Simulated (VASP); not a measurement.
# Si6Ru (P2/m) in VASP: single point with PBE

Aim: the single point of Si6Ru with PBE.

Program: VASP 6.6.1. These are calculated values, not measurements. Logs are shortened: lines on timing, memory, paths and dates and some standing lists are left out, and cuts for length are marked.

## Step 1: The cell of the first run

Symmetry: P2/m, No. 10, monoclinic system. The conventional cell has a = 4.274 Å, b = 5.518 Å, c = 5.569 Å, α = 90.00°, β = 112.49°, γ = 90.00°. Si (site symmetry 1) has 7 Si at 2.42 to 3.10 Å and 1 Ru at 2.44 Å within 3.2 Å. Si (site symmetry m) has 2 Ru at 2.48 Å and 7 Si at 2.52 to 2.71 Å within 3.3 Å. Within 3.2 Å of Ru (site symmetry 2/m) lie 8 Si at 2.44 to 2.48 Å.

## Step 2: Single point, PBE

File INCAR:

```
PREC     = Accurate       # precision mode
ENCUT    = 520            # plane-wave cutoff, eV
EDIFF    = 1E-6           # SCF threshold, eV
ISMEAR   = 0              # smearing method
SIGMA    = 0.2            # smearing width, eV
LREAL    = F              # projectors in reciprocal space
LASPH    = T              # aspherical terms in the spheres
NELM     = 100            # most SCF steps
ALGO     = Normal         # electronic algorithm
ISIF     = 2              # what is computed and relaxed
LWAVE    = F              # write WAVECAR
LCHARG   = T              # write CHGCAR
GGA      = PE             # functional
LELF     = T              # ELF
LVHAR    = T            
NBANDS   = 28             # bands
```

File KPOINTS:

```
regular mesh
0
Gamma
  4 4 3
```

File POSCAR:

```
Si6Ru
1.0
    4.2737657011      0.0000000000     -0.0084318927
    0.0000000000      5.5179351633      0.0000000000
   -2.1199624701      0.0000000000      5.1493069259
Si Ru
6 1
Direct
    0.3161023382      0.2192540996      0.1324695720
    0.6838976618      0.2192540996      0.8675304280
    0.6838976618      0.7807459004      0.8675304280
    0.3161023382      0.7807459004      0.1324695720
    0.1228197893      0.5000000000      0.7455936292
    0.8771802107      0.5000000000      0.2544063708
    0.5000000000      0.5000000000      0.5000000000
```

Potentials or basis: VASP PAW PBE potentials, release 64 (Si, Ru_pv).

Launch:

```bash
cat potpaw_PBE.64/Si/POTCAR potpaw_PBE.64/Ru_pv/POTCAR > POTCAR
mpirun -np 1 vasp_std > vasp.out
```

OUTCAR:

```text
PREC = Accurate
   ENCUT = 520
   EDIFF = 1E-6
   ISMEAR = 0
   LREAL = F
   LASPH = T
   NELM = 100
   ISIF = 2
   GGA = PE

 ion  position               nearest neighbor table
   1  0.316  0.219  0.132-   4 2.42   7 2.44   5 2.52   2 2.53   2 2.54   6 2.71   6 2.71   4 3.10

   2  0.684  0.219  0.868-   3 2.42   7 2.44   6 2.52   1 2.53   1 2.54   5 2.71   5 2.71   3 3.10

   3  0.684  0.781  0.868-   2 2.42   7 2.44   6 2.52   4 2.53   4 2.54   5 2.71   5 2.71   2 3.10

   4  0.316  0.781  0.132-   1 2.42   7 2.44   5 2.52   3 2.53   3 2.54   6 2.71   6 2.71   1 3.10

   5  0.123  0.500  0.746-   7 2.48   7 2.48   1 2.52   4 2.52   6 2.53   2 2.71   3 2.71   3 2.71
                             2 2.71
   6  0.877  0.500  0.254-   7 2.48   7 2.48   3 2.52   2 2.52   5 2.53   1 2.71   4 2.71   1 2.71
                             4 2.71
   7  0.500  0.500  0.500-   1 2.44   2 2.44   3 2.44   4 2.44   5 2.48   6 2.48   5 2.48   6 2.48

  LATTYP: Found a simple monoclinic cell.
 ALAT       =     4.2737740189
 B/A-ratio  =     1.2911153325
 C/A-ratio  =     1.3029763901
 COS(beta)  =    -0.3825211755

  Lattice vectors:

 A1 = (   4.2737657011,   0.0000000000,  -0.0084318927)
 A2 = (   0.0000000000,   5.5179351633,   0.0000000000)
 A3 = (  -2.1199624701,   0.0000000000,   5.1493069259)

Analysis of symmetry for initial positions (statically):
=====================================================================
 Subroutine PRICEL returns:
 Original cell was already a primitive cell.

 Routine SETGRP: Setting up the symmetry group for a
 simple monoclinic supercell.

 Subroutine GETGRP returns: Found  4 space group operations
 (whereof  4 operations were pure point group operations)
 out of a pool of  4 trial point group operations.

The static configuration has the point symmetry C_2h.

Analysis of symmetry for dynamics (positions and initial velocities):
=====================================================================
 Subroutine PRICEL returns:
 Original cell was already a primitive cell.

 Routine SETGRP: Setting up the symmetry group for a
 simple monoclinic supercell.

 Subroutine GETGRP returns: Found  4 space group operations
 (whereof  4 operations were pure point group operations)
 out of a pool of  4 trial point group operations.

The dynamic configuration has the point symmetry C_2h.

 Subroutine INISYM returns: Found  4 space group operations
 (whereof  4 operations are pure point group operations),
 and found     1 'primitive' translations

----------------------------------------------------------------------------------------

                                     Primitive cell

  volume of cell :     121.3342

  direct lattice vectors                    reciprocal lattice vectors
     4.273765701  0.000000000 -0.008431893     0.234175897  0.000000000  0.096409890
     0.000000000  5.517935163  0.000000000     0.000000000  0.181227211  0.000000000
    -2.119962470  0.000000000  5.149306926     0.000383459  0.000000000  0.194358762

  length of vectors
     4.273774019  5.517935163  5.568626643     0.253245371  0.181227211  0.194359140

  position of ions in fractional coordinates (direct lattice)
     0.316102338  0.219254100  0.132469572
     0.683897662  0.219254100  0.867530428
     0.683897662  0.780745900  0.867530428
     0.316102338  0.780745900  0.132469572
     0.122819789  0.500000000  0.745593629
     0.877180211  0.500000000  0.254406371
     0.500000000  0.500000000  0.500000000

  ion indices of the primitive-cell ions
   primitive index   ion index
                 1           1
                 2           2
                 3           3
                 4           4
                 5           5
                 6           6
                 7           7

----------------------------------------------------------------------------------------

 KPOINTS: regular mesh

Automatic generation of k-mesh.
 Grid dimensions read from file:
 generate k-points for:    4    4    3

 Generating k-lattice:

  Cartesian coordinates                     Fractional coordinates (reciprocal lattice)
     0.058543974  0.000000000  0.024102472     0.250000000  0.000000000  0.000000000
     0.000000000  0.045306803  0.000000000     0.000000000  0.250000000  0.000000000
     0.000127820  0.000000000  0.064786254     0.000000000  0.000000000  0.333333333

  Length of vectors
     0.063311343  0.045306803  0.064786380

  Shift w.r.t. Gamma in fractional coordinates (k-lattice)
     0.000000000  0.000000000  0.000000000

 Subroutine IBZKPT returns following result:
 ===========================================

 Found     21 irreducible k-points:

 Following reciprocal coordinates:
            Coordinates               Weight
  0.000000  0.000000  0.000000      1.000000
  0.250000  0.000000 -0.000000      2.000000
  0.500000  0.000000 -0.000000      1.000000
  0.000000  0.250000  0.000000      2.000000
  0.250000  0.250000 -0.000000      4.000000
  0.500000  0.250000 -0.000000      2.000000
[... 13 lines left out ...]
  0.500000  0.500000  0.333333      2.000000
 -0.250000  0.500000  0.333333      2.000000
   k-points           NKPTS =     21   k-points in BZ     NKDIM =     21   number of bands    NBANDS=     28
   number of dos      NEDOS =    301   number of ions     NIONS =      7
   total plane-waves  NPLWV =  56448
   dimension x,y,z NGX =    32 NGY =   42 NGZ =   42
   dimension x,y,z NGXF=    64 NGYF=   84 NGZF=   84
   ions per type =               6   1
   NGX,Y,Z   is equivalent  to a cutoff of  12.45, 12.65, 12.54 a.u.
   NGXF,Y,Z  is equivalent  to a cutoff of  24.90, 25.31, 25.08 a.u.
 SYSTEM =  unknown system
   PREC   = accura    normal or accurate (medium, high low for compatibility)
   ISTART =      0    job   : 0-new  1-cont  2-samecut
   ICHARG =      2    charge: 1-file 2-atom 10-const
   ISPIN  =      1    spin polarized calculation?
   LNONCOLLINEAR =      F non collinear calculations
   LSORBIT =      F    spin-orbit coupling
   LASPH  =      T    aspherical Exc in radial PAW
   ENCUT  =  520.0 eV  38.22 Ry    6.18 a.u.   7.95 10.26 10.35*2*pi/ulx,y,z
   NELM   =    100;   NELMIN=  2; NELMDL= -5     # of ELM steps
   EDIFF  = 0.1E-05   stopping-criterion for ELM
   LREAL  =      F    real-space projection
   EDIFFG = 0.1E-04   stopping-criterion for IOM
   NSW    =      0    number of steps for IOM
   IBRION =     -1    ionic relax: 0-MD 1-quasi-New 2-CG
   NFREE  =      0    steps in history (QN), initial steepest desc. (CG)
   ISIF   =      2    stress and relaxation
   ISYM   =      2    0-nonsym 1-usesym 2-fastsym
   POTIM  = 0.5000    time-step for ionic-motion
   TEBEG  =    0.0;   TEEND  =   0.0 temperature during run
   PSTRESS=    0.0 pullay stress
   NELECT =      38.0000    total number of electrons
   NUPDOWN=      -1.0000    fix difference up-down
   EMIN   =  10.00;   EMAX   =-10.00  energy-range for DOS
   EFERMI =   0.00;   METHOD = LEGACY
   ISMEAR =     0;   SIGMA  =   0.20  broadening in eV -4-tet -1-fermi 0-gaus
   EFERMI_NEDOS =   21; number of points for ismear=-14 and -15
   IALGO  =     38    algorithm
   IMIX   =      4    mixing-type and parameters
     AMIX     =   0.40;   BMIX     =  1.00
     AMIX_MAG =   1.60;   BMIX_MAG =  1.00
  volume/ion in A,a.u.               =      17.33       116.97
  Fermi-wavevector in a.u.,A,eV,Ry     =   1.111753  2.100909 16.816729  1.235995
  Thomas-Fermi vector in A             =   2.248320
   LORBIT       =      0    0 simple, 1 ext, 2 COOP (PROOUT), +10 PAW based schemes
   GGA     = PE    functional components
   LHFCALC =     F    Hartree Fock is set to
   AEXX    =    0.0000 exact exchange contribution
   IVDW    =     0    specifies the selected vdW correction
   LEPSILON=     F    determine dielectric tensor
   LRPA    =     F    only Hartree local field effects (RPA)
 non-spin polarized calculation
 Gauss-broadening in eV      SIGMA  =   0.20
  energy-cutoff  :      520.00
  volume of cell :      121.33
 maximum number of plane-waves:      3284
   NGX = 15   NGY = 21   NGZ = 21

 number of electron      37.9999994 magnetization

 Free energy of the ion-electron system (eV)
  ---------------------------------------------------
  ext. energy  EPLUGINS =         0.00000000
  ---------------------------------------------------
  free energy    TOTEN  =       -41.75048570 eV

  energy without entropy =      -41.70727217  energy(sigma->0) =      -41.72887893

 E-fermi :   8.0901     XC(G=0): -10.2644

 val. band max:        8.0574563344   @ k =   0.5000   0.5000  -0.0000
 cond. band min:       8.0936821632   @ k =   0.5000   0.5000   0.3333
 fundamental gap:      0.0362258288
 Fermi energy:         8.0900796308

 k-point     1 :       0.0000    0.0000    0.0000
  band No.  band energies     occupation
      1     -34.9804      2.00000
      2     -34.9524      2.00000
      3     -34.6784      2.00000
      4      -5.4832      2.00000
      5      -0.9887      2.00000
      6      -0.7567      2.00000
[... 20 lines left out ...]
     27      12.4875      0.00000
     28      12.6242      0.00000

 k-point     2 :       0.2500    0.0000   -0.0000
  band No.  band energies     occupation
      1     -34.9801      2.00000
      2     -34.9548      2.00000
      3     -34.6783      2.00000
      4      -4.9210      2.00000
      5      -1.0116      2.00000
      6      -0.5385      2.00000
[... 20 lines left out ...]
     27      12.9373      0.00000
     28      12.9801      0.00000

 k-point     3 :       0.5000    0.0000   -0.0000
  band No.  band energies     occupation
      1     -34.9799      2.00000
      2     -34.9571      2.00000
      3     -34.6782      2.00000
      4      -3.3578      2.00000
      5      -3.2961      2.00000
      6      -0.2828      2.00000
[... 20 lines left out ...]
     27      12.8783      0.00000
     28      13.9274      0.00000

 k-point     4 :       0.0000    0.2500    0.0000
  band No.  band energies     occupation
      1     -34.9804      2.00000
      2     -34.9525      2.00000
      3     -34.6784      2.00000
      4      -5.2713      2.00000
      5      -2.4771      2.00000
      6       0.1301      2.00000
[... 20 lines left out ...]
     27      11.3098      0.00000
     28      12.5798      0.00000

 k-point     5 :       0.2500    0.2500   -0.0000
  band No.  band energies     occupation
      1     -34.9801      2.00000
      2     -34.9548      2.00000
      3     -34.6783      2.00000
      4      -4.7051      2.00000
      5      -2.0096      2.00000
      6      -0.8092      2.00000
[... 20 lines left out ...]
     27      12.3482      0.00000
     28      13.1435      0.00000

 k-point     6 :       0.5000    0.2500   -0.0000
  band No.  band energies     occupation
      1     -34.9799      2.00000
      2     -34.9571      2.00000
      3     -34.6782      2.00000
      4      -3.1208      2.00000
      5      -3.0976      2.00000
      6      -0.8400      2.00000
[... 370 lines left out ...]
      5      -3.2461      2.00000
      6      -1.9359      2.00000
[... 20 lines left out ...]
     27      12.2842      0.00000
     28      12.4299      0.00000

 k-point    19 :       0.2500    0.5000    0.3333
  band No.  band energies     occupation
      1     -34.9802      2.00000
      2     -34.9548      2.00000
      3     -34.6783      2.00000
      4      -3.7842      2.00000
      5      -2.7663      2.00000
      6      -1.9383      2.00000
[... 20 lines left out ...]
     27      11.9675      0.00000
     28      12.5876      0.00000

 k-point    20 :       0.5000    0.5000    0.3333
  band No.  band energies     occupation
      1     -34.9799      2.00000
      2     -34.9571      2.00000
      3     -34.6782      2.00000
      4      -2.9572      2.00000
      5      -2.4921      2.00000
      6      -1.4998      2.00000
[... 20 lines left out ...]
     27      12.1003      0.00000
     28      12.8855      0.00000

 k-point    21 :      -0.2500    0.5000    0.3333
  band No.  band energies     occupation
      1     -34.9801      2.00000
      2     -34.9548      2.00000
      3     -34.6783      2.00000
      4      -4.2518      2.00000
      5      -2.8168      2.00000
      6      -0.9845      2.00000
[... 20 lines left out ...]
     27      12.1144      0.00000
     28      13.0556      0.00000

------------------------ aborting loop because EDIFF is reached ----------------------------------------

  FORCE on cell =-STRESS in cart. coord.  units (eV):
  Direction    XX          YY          ZZ          XY          YZ          ZX
  --------------------------------------------------------------------------------------
  -------------------------------------------------------------------------------------
  Total       -0.0283681      0.4205094     -0.1537372      0.0000000      0.0000000      0.0115393
  in kB       -0.3745918      5.5526853     -2.0300478      0.0000000      0.0000000      0.1523729
  external PRESSURE =       1.0493486 kB  Pullay stress =       0.0000000 kB

 VOLUME and BASIS-vectors are now :
 -----------------------------------------------------------------------------
  energy-cutoff  :      520.00
  volume of cell :      121.33
      direct lattice vectors                 reciprocal lattice vectors
     4.273765701  0.000000000 -0.008431893     0.234175897  0.000000000  0.096409890
     0.000000000  5.517935163  0.000000000     0.000000000  0.181227211  0.000000000
    -2.119962470  0.000000000  5.149306926     0.000383459  0.000000000  0.194358762

 POSITION                                       TOTAL-FORCE (eV/Angst)
 -----------------------------------------------------------------------------------
      1.07012      1.20983      0.67946         0.001294     -0.040897     -0.020284
      1.08369      1.20983      4.46141        -0.001294     -0.040897      0.020284
      1.08369      4.30811      4.46141        -0.001294      0.040897      0.020284
      1.07012      4.30811      0.67946         0.001294      0.040897     -0.020284
     -1.05573      2.75897      3.83825         0.000122     -0.000000      0.007667
      3.20953      2.75897      1.30262        -0.000122     -0.000000     -0.007667
      1.07690      2.75897      2.57044        -0.000000     -0.000000      0.000000
 -----------------------------------------------------------------------------------
    total drift:                                0.000000      0.000000     -0.000000

  FREE ENERGIE OF THE ION-ELECTRON SYSTEM (eV)
  ---------------------------------------------------
  free  energy   TOTEN  =       -41.7504856987 eV

  energy  without entropy=      -41.7072721659  energy(sigma->0) =      -41.72887893
```

Run time: 1.7 min. Hardware: 1 thread of Intel Xeon Platinum 8259CL at 2.50GHz (Skylake/Cascade Lake), shared host; peak memory 0.25 GiB.

Results:

- Free energy: -41.7505 eV
- Pressure: 0.1 GPa
- Largest force: 0.046 eV/Å
- Band gap on the k mesh: zero (band 19 reaches 8.43 eV, above the bottom of band 20 at 6.60 eV)

Forces in eV/Å, atoms in the order of the input:
```
Si   0.001 -0.041 -0.020
Si  -0.001 -0.041  0.020
Si  -0.001  0.041  0.020
Si   0.001  0.041 -0.020
Si   0.000  0.000  0.008
Si   0.000  0.000 -0.008
Ru   0.000  0.000  0.000
```

Stress tensor (GPa, compression positive):
```
-0.04  0.00  0.02
 0.00  0.56  0.00
 0.02  0.00 -0.20
```

Levels at points of the mesh, in eV from the Fermi level:
| k point | band 17 | band 18 | band 19 | band 20 | band 21 | band 22 |
| --- | --- | --- | --- | --- | --- | --- |
| (0.00, 0.00, 0.00) | -1.97 | -1.87 | -1.04 | -0.86 | 1.53 | 1.59 |
| (0.50, 0.00, 0.00) | -2.54 | -1.88 | 0.34 | 0.62 | 1.29 | 1.67 |
| (0.00, 0.50, 0.00) | -2.55 | -2.34 | -1.67 | -1.43 | -0.47 | 1.82 |
| (0.50, 0.50, 0.00) | -1.70 | -1.43 | -0.03 | 0.42 | 1.27 | 1.86 |

Caveat: the k points lie up to 0.41 Å⁻¹ apart.
